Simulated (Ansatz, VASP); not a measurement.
# WC in VASP and in Ansatz

```xyz
2
Lattice="0.0000 2.1927 2.1927 2.1927 0.0000 2.1927 2.1927 2.1927 0.0000" Properties=species:S:1:pos:R:3 pbc="T T T"
W     0.1096    0.1096    0.0000
C     2.1927    2.1927    2.1927
```

Alike in both runs: task single point; functional PBEsol; k mesh 8 × 8 × 8; occupations fermi-dirac, width 0.05 eV; no spin polarisation.

|  | VASP | Ansatz |
| --- | --- | --- |
| version | VASP 6.6.1 | Ansatz 0.2.0 |
| potentials or method | VASP PAW PBE potentials, release 64 (W_sv, C), cutoff 520 eV | plane waves, PAW |
| valence electrons in the cell | 18 | 18 |

|  | VASP | Ansatz | Ansatz less VASP |
| --- | --- | --- | --- |
| gap on the k mesh at the Fermi level (eV) | none | none | - |
| rms of the force components (eV/Å) | 0.602 | 0.592 | -0.0097 |

VASP's potentials were made for PBE, not for PBEsol. Atom by atom the forces differ by 0.010 eV/Å (rms over components). A gap of «none» marks a metal or a gap that the smearing closes. With one functional, cell and mesh, what is left measures potentials, basis and numerics.

Spin-orbit coupling is off throughout.
